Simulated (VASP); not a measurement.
# WS2 in VASP: further runs

Runs on WS2. Level: LDA. Tasks: single point.

Everything below comes from runs of VASP 6.6.1. Logs are shortened: lines on timing, memory, paths and dates and some standing lists are left out, and cuts for length are marked.

## 1. The cell of the first run

The cell holds a slab with vacuum, 9 atoms: a = 3.126 Å, b = 3.126 Å, c = 27.349 Å, α = 90.00°, β = 90.00°, γ = 120.00°.

## 2. Single point, LDA

Input file INCAR:

```
PREC = Accurate
ENCUT = 520
EDIFF = 1E-7
ISMEAR = -1
SIGMA = 0.05
LREAL = F
LASPH = T
NELM = 60
ALGO = Normal
ISIF = 2
LWAVE = F
LCHARG = T
LELF = T
LVHAR = T
NBANDS = 49
```

Input file KPOINTS:

```
regular mesh
0
Gamma
  10 10 1
```

Input file POSCAR:

```
WS2
1.0
    3.1263326585      0.0000000000      0.0000000000
   -1.5631663293      2.7074835029      0.0000000000
    0.0000000000      0.0000000000     27.3493155579
W S
3 6
Direct
    0.6666666667      0.3333333333      0.4374713489
    0.6666666667      0.3333333333      0.8820206222
    0.0000000000      0.0000000000      0.6596858489
    0.6666666667      0.3333333333      0.6025674566
    0.0000000000      0.0000000000      0.3804393791
    0.0000000000      0.0000000000      0.8248917180
    0.6666666667      0.3333333333      0.7168043280
    0.0000000000      0.0000000000      0.4945994426
    0.0000000000      0.0000000000      0.9390538457
```

Potentials or basis: VASP PAW LDA potentials, release 64 (W_sv, S).

On the command line:

```bash
> cat potpaw_LDA.64/W_sv/POTCAR potpaw_LDA.64/S/POTCAR > POTCAR
> mpirun -np 1 vasp_std > vasp.out
```

OUTCAR:

```text
PREC = Accurate
   ENCUT = 520
   EDIFF = 1E-7
   ISMEAR = -1
   LREAL = F
   LASPH = T
   NELM = 60
   ISIF = 2

 ion  position               nearest neighbor table
   1  0.667  0.333  0.437-   5 2.39   5 2.39   5 2.39   8 2.39   8 2.39   8 2.39
   2  0.667  0.333  0.882-   9 2.39   9 2.39   9 2.39   6 2.39   6 2.39   6 2.39
   3  0.000  0.000  0.660-   4 2.39   4 2.39   4 2.39   7 2.39   7 2.39   7 2.39
   4  0.667  0.333  0.603-   3 2.39   3 2.39   3 2.39
   5  0.000  0.000  0.380-   1 2.39   1 2.39   1 2.39
   6  0.000  0.000  0.825-   2 2.39   2 2.39   2 2.39
   7  0.667  0.333  0.717-   3 2.39   3 2.39   3 2.39
   8  0.000  0.000  0.495-   1 2.39   1 2.39   1 2.39
   9  0.000  0.000  0.939-   2 2.39   2 2.39   2 2.39

  LATTYP: Found a hexagonal cell.
 ALAT       =     3.1263326585
 C/A-ratio  =     8.7480503662

  Lattice vectors:

 A1 = (   3.1263326585,   0.0000000000,   0.0000000000)
 A2 = (  -1.5631663293,   2.7074835029,   0.0000000000)
 A3 = (   0.0000000000,   0.0000000000,  27.3493155579)

Analysis of symmetry for initial positions (statically):
=====================================================================
 Subroutine PRICEL returns:
 Original cell was already a primitive cell.

 Routine SETGRP: Setting up the symmetry group for a
 hexagonal supercell.

 Subroutine GETGRP returns: Found  6 space group operations
 (whereof  6 operations were pure point group operations)
 out of a pool of 24 trial point group operations.

The static configuration has the point symmetry C_3v.

Analysis of symmetry for dynamics (positions and initial velocities):
=====================================================================
 Subroutine PRICEL returns:
 Original cell was already a primitive cell.

 Routine SETGRP: Setting up the symmetry group for a
 hexagonal supercell.

 Subroutine GETGRP returns: Found  6 space group operations
 (whereof  6 operations were pure point group operations)
 out of a pool of 24 trial point group operations.

The dynamic configuration has the point symmetry C_3v.

 Subroutine INISYM returns: Found  6 space group operations
 (whereof  6 operations are pure point group operations),
 and found     1 'primitive' translations

----------------------------------------------------------------------------------------

                                     Primitive cell

  volume of cell :     231.4981

  direct lattice vectors                    reciprocal lattice vectors
     3.126332658  0.000000000  0.000000000     0.319863594  0.184673332  0.000000000
    -1.563166329  2.707483503  0.000000000     0.000000000  0.369346664  0.000000000
     0.000000000  0.000000000 27.349315558     0.000000000  0.000000000  0.036563986

  length of vectors
     3.126332658  3.126332658 27.349315558     0.369346664  0.369346664  0.036563986

  position of ions in fractional coordinates (direct lattice)
     0.666666667  0.333333333  0.437471349
     0.666666667  0.333333333  0.882020622
     0.000000000  0.000000000  0.659685849
     0.666666667  0.333333333  0.602567457
     0.000000000  0.000000000  0.380439379
     0.000000000  0.000000000  0.824891718
     0.666666667  0.333333333  0.716804328
     0.000000000  0.000000000  0.494599443
     0.000000000  0.000000000  0.939053846

  ion indices of the primitive-cell ions
   primitive index   ion index
                 1           1
                 2           2
                 3           3
                 4           4
                 5           5
                 6           6
                 7           7
                 8           8
                 9           9

----------------------------------------------------------------------------------------

 KPOINTS: regular mesh

Automatic generation of k-mesh.
 Grid dimensions read from file:
 generate k-points for:   10   10    1

 Generating k-lattice:

  Cartesian coordinates                     Fractional coordinates (reciprocal lattice)
     0.031986359  0.018467333  0.000000000     0.100000000  0.000000000  0.000000000
     0.000000000  0.036934666  0.000000000     0.000000000  0.100000000  0.000000000
     0.000000000  0.000000000  0.036563986     0.000000000  0.000000000  1.000000000

  Length of vectors
     0.036934666  0.036934666  0.036563986

  Shift w.r.t. Gamma in fractional coordinates (k-lattice)
     0.000000000  0.000000000  0.000000000

 Subroutine IBZKPT returns following result:
 ===========================================

 Found     14 irreducible k-points:

 Following reciprocal coordinates:
            Coordinates               Weight
  0.000000  0.000000  0.000000      1.000000
  0.100000 -0.000000  0.000000      6.000000
  0.200000 -0.000000  0.000000      6.000000
  0.300000 -0.000000  0.000000      6.000000
  0.400000  0.000000  0.000000      6.000000
  0.500000 -0.000000  0.000000      3.000000
  0.100000  0.100000  0.000000      6.000000
  0.200000  0.100000  0.000000     12.000000
  0.300000  0.100000  0.000000     12.000000
  0.400000  0.100000  0.000000     12.000000
  0.200000  0.200000  0.000000      6.000000
  0.300000  0.200000  0.000000     12.000000
  0.400000  0.200000  0.000000      6.000000
  0.300000  0.300000  0.000000      6.000000
   k-points           NKPTS =     14   k-points in BZ     NKDIM =     14   number of bands    NBANDS=     49
   number of dos      NEDOS =    301   number of ions     NIONS =      9
   total plane-waves  NPLWV = 120960
   dimension x,y,z NGX =    24 NGY =   24 NGZ =  210
   dimension x,y,z NGXF=    48 NGYF=   48 NGZF=  420
   ions per type =               3   6
   NGX,Y,Z   is equivalent  to a cutoff of  12.76, 12.76, 12.77 a.u.
   NGXF,Y,Z  is equivalent  to a cutoff of  25.52, 25.52, 25.53 a.u.
 SYSTEM =  unknown system
   PREC   = accura    normal or accurate (medium, high low for compatibility)
   ISTART =      0    job   : 0-new  1-cont  2-samecut
   ICHARG =      2    charge: 1-file 2-atom 10-const
   ISPIN  =      1    spin polarized calculation?
   LNONCOLLINEAR =      F non collinear calculations
   LSORBIT =      F    spin-orbit coupling
   LASPH  =      T    aspherical Exc in radial PAW
   ENCUT  =  520.0 eV  38.22 Ry    6.18 a.u.   5.81  5.81 50.85*2*pi/ulx,y,z
   NELM   =     60;   NELMIN=  2; NELMDL= -5     # of ELM steps
   EDIFF  = 0.1E-06   stopping-criterion for ELM
   LREAL  =      F    real-space projection
   EDIFFG = 0.1E-05   stopping-criterion for IOM
   NSW    =      0    number of steps for IOM
   IBRION =     -1    ionic relax: 0-MD 1-quasi-New 2-CG
   NFREE  =      0    steps in history (QN), initial steepest desc. (CG)
   ISIF   =      2    stress and relaxation
   ISYM   =      2    0-nonsym 1-usesym 2-fastsym
   POTIM  = 0.5000    time-step for ionic-motion
   TEBEG  =    0.0;   TEEND  =   0.0 temperature during run
   PSTRESS=    0.0 pullay stress
   NELECT =      78.0000    total number of electrons
   NUPDOWN=      -1.0000    fix difference up-down
   EMIN   =  10.00;   EMAX   =-10.00  energy-range for DOS
   EFERMI =   0.00;   METHOD = LEGACY
   ISMEAR =    -1;   SIGMA  =   0.05  broadening in eV -4-tet -1-fermi 0-gaus
   EFERMI_NEDOS =   21; number of points for ismear=-14 and -15
   IALGO  =     38    algorithm
   IMIX   =      4    mixing-type and parameters
     AMIX     =   0.40;   BMIX     =  1.00
     AMIX_MAG =   1.60;   BMIX_MAG =  1.00
  volume/ion in A,a.u.               =      25.72       173.58
  Fermi-wavevector in a.u.,A,eV,Ry     =   1.139175  2.152729 17.656556  1.297720
  Thomas-Fermi vector in A             =   2.275879
   LORBIT       =      0    0 simple, 1 ext, 2 COOP (PROOUT), +10 PAW based schemes
   GGA     = CA    functional components
   LHFCALC =     F    Hartree Fock is set to
   AEXX    =    0.0000 exact exchange contribution
   IVDW    =     0    specifies the selected vdW correction
   LEPSILON=     F    determine dielectric tensor
   LRPA    =     F    only Hartree local field effects (RPA)
 non-spin polarized calculation
  energy-cutoff  :      520.00
  volume of cell :      231.50
 maximum number of plane-waves:      6272
 NGX is ok and might be reduce to    24
   NGX = 11   NGY = 11   NGZ =101

 number of electron      77.9999992 magnetization

 Free energy of the ion-electron system (eV)
  ---------------------------------------------------
  ext. energy  EPLUGINS =         0.00000000
  ---------------------------------------------------
  free energy    TOTEN  =       -78.67769177 eV

  energy without entropy =      -78.67769117  energy(sigma->0) =      -78.67769147

 E-fermi :   3.8562     XC(G=0):  -7.9911

 val. band max:        3.3211034744   @ k =   0.0000   0.0000   0.0000
 cond. band min:       4.5002906521   @ k =   0.2000   0.2000   0.0000
 fundamental gap:      1.1791871777
 Fermi energy:         3.8561660428

 k-point     1 :       0.0000    0.0000    0.0000
  band No.  band energies     occupation
      1     -70.7047      2.00000
      2     -70.7005      2.00000
      3     -70.7004      2.00000
      4     -35.2673      2.00000
      5     -35.2639      2.00000
      6     -35.2639      2.00000
[... 41 lines left out ...]
     48       5.9823      0.00000
     49       5.9849      0.00000

 k-point     2 :       0.1000   -0.0000    0.0000
  band No.  band energies     occupation
      1     -70.7026      2.00000
      2     -70.6983      2.00000
      3     -70.6983      2.00000
      4     -35.2599      2.00000
      5     -35.2565      2.00000
      6     -35.2565      2.00000
[... 41 lines left out ...]
     48       5.8929      0.00000
     49       6.0857      0.00000

 k-point     3 :       0.2000   -0.0000    0.0000
  band No.  band energies     occupation
      1     -70.6969      2.00000
      2     -70.6927      2.00000
      3     -70.6926      2.00000
      4     -35.2405      2.00000
      5     -35.2371      2.00000
      6     -35.2370      2.00000
[... 561 lines left out ...]
     48       6.8241      0.00000
     49       7.7284      0.00000

 k-point    14 :       0.3000    0.3000    0.0000
  band No.  band energies     occupation
      1     -70.6797      2.00000
      2     -70.6754      2.00000
      3     -70.6754      2.00000
      4     -35.3738      2.00000
      5     -35.3696      2.00000
      6     -35.3696      2.00000
[... 41 lines left out ...]
     48       6.8824      0.00000
     49       8.2645      0.00000

------------------------ aborting loop because EDIFF is reached ----------------------------------------

  FORCE on cell =-STRESS in cart. coord.  units (eV):
  Direction    XX          YY          ZZ          XY          YZ          ZX
  --------------------------------------------------------------------------------------
  -------------------------------------------------------------------------------------
  Total        0.4056463      0.4056463      0.3898788     -0.0000000      0.0000000      0.0000000
  in kB        2.8074411      2.8074411      2.6983156     -0.0000000      0.0000000      0.0000000
  external PRESSURE =       2.7710659 kB  Pullay stress =       0.0000000 kB

 VOLUME and BASIS-vectors are now :
 -----------------------------------------------------------------------------
  energy-cutoff  :      520.00
  volume of cell :      231.50
      direct lattice vectors                 reciprocal lattice vectors
     3.126332658  0.000000000  0.000000000     0.319863594  0.184673332  0.000000000
    -1.563166329  2.707483503  0.000000000     0.000000000  0.369346664  0.000000000
     0.000000000  0.000000000 27.349315558     0.000000000  0.000000000  0.036563986

 POSITION                                       TOTAL-FORCE (eV/Angst)
 -----------------------------------------------------------------------------------
      1.56317      0.90249     11.96454         0.000000     -0.000000     -0.001156
      1.56317      0.90249     24.12266        -0.000000      0.000000      0.000850
      0.00000      0.00000     18.04196        -0.000000      0.000000      0.000532
      1.56317      0.90249     16.47981         0.000000     -0.000000     -0.049327
      0.00000      0.00000     10.40476         0.000000     -0.000000     -0.050559
      0.00000      0.00000     22.56022        -0.000000      0.000000     -0.050715
      1.56317      0.90249     19.60411         0.000000     -0.000000      0.050148
      0.00000      0.00000     13.52696        -0.000000     -0.000000      0.050327
      0.00000      0.00000     25.68248         0.000000     -0.000000      0.049899
 -----------------------------------------------------------------------------------
    total drift:                               -0.000000      0.000000     -0.000032

  FREE ENERGIE OF THE ION-ELECTRON SYSTEM (eV)
  ---------------------------------------------------
  free  energy   TOTEN  =       -78.6776917671 eV

  energy  without entropy=      -78.6776911666  energy(sigma->0) =      -78.67769147
```

Wall time 3.3 min (1 thread of Intel Xeon 6975P-C, shared host); peak memory 0.34 GiB.

What came out:

```yaml
Free_energy: -78.6777 eV
Largest_force: 0.051 eV/Å
Band_gap_on_the_k_mesh: 1.18 eV, indirect (least direct gap 2.26 eV)
```

Forces on the atoms (eV/Å):
```
W    0.000  0.000 -0.001
W    0.000  0.000  0.001
W    0.000  0.000  0.001
S    0.000  0.000 -0.049
S    0.000  0.000 -0.051
S    0.000  0.000 -0.051
S    0.000  0.000  0.050
S    0.000  0.000  0.050
S    0.000  0.000  0.050
```

Caveat: spin-orbit coupling is left out, which moves the levels of the heavy elements.

## 3. Single point, LDA

This run uses another cell than the first one, of 27.82 Å³/atom, 1.081 times its volume.

Input file INCAR:

```
SYSTEM = WS2
ALGO = Normal
EDIFF = 1E-6
ENCUT = 520
GGA = CA
ISIF = 2
ISMEAR = -1
LASPH = .True.
LCHARG = .False.
LREAL = .False.
LWAVE = .False.
NBANDS = 49
NELM = 80
PREC = Accurate
SIGMA = 0.05
```

Input file KPOINTS:

```
k-points
0
Gamma
  10 10 1
  0 0 0
```

Input file POSCAR:

```
WS2
1.0
    3.1829541699      0.0000000000      0.0000000000
   -1.5914770850      2.7565191702      0.0000000000
    0.0000000000      0.0000000000     28.5322178600
W S
3 6
Direct
    0.6666666667      0.3333333333      0.4343616800
    0.6666666667      0.3333333333      0.8855337800
    0.0000000000      0.0000000000      0.6592864300
    0.6666666667      0.3333333333      0.6046252100
    0.0000000000      0.0000000000      0.3797102500
    0.0000000000      0.0000000000      0.8308482800
    0.6666666667      0.3333333333      0.7139522100
    0.0000000000      0.0000000000      0.4890304200
    0.0000000000      0.0000000000      0.9401857300
```

Potentials or basis: VASP PAW LDA potentials, release 64 (W_sv, S).

On the command line:

```bash
> cat potpaw_LDA.64/W_sv/POTCAR potpaw_LDA.64/S/POTCAR > POTCAR
> mpirun -np 1 vasp_std > vasp.out
```

It took 3.6 min on 1 thread of Intel Xeon 6975P-C, shared host; peak memory 0.35 GiB.

It converged, with:

```yaml
Free_energy: -78.5360 eV
Largest_force: 0.355 eV/Å
Band_gap_on_the_k_mesh: 1.40 eV, indirect (least direct gap 2.10 eV)
```

Forces on the atoms (eV/Å):
```
W    0.000  0.000 -0.004
W    0.000  0.000 -0.005
W    0.000  0.000  0.004
S    0.000  0.000  0.267
S    0.000  0.000  0.353
S    0.000  0.000  0.277
S    0.000  0.000 -0.269
S    0.000  0.000 -0.269
S    0.000  0.000 -0.355
```

Levels at points of the mesh, in eV from the valence-band top:
| k point | band 37 | band 38 | band 39 | band 40 | band 41 | band 42 |
| --- | --- | --- | --- | --- | --- | --- |
| (0.00, 0.00, 0.00) | -0.73 | -0.31 | 0.00 | 2.43 | 2.43 | 2.43 |
| (0.50, 0.00, 0.00) | -1.39 | -1.35 | -1.32 | 2.34 | 2.36 | 2.36 |

Caveat: spin-orbit coupling is left out, which moves the levels of the heavy elements.
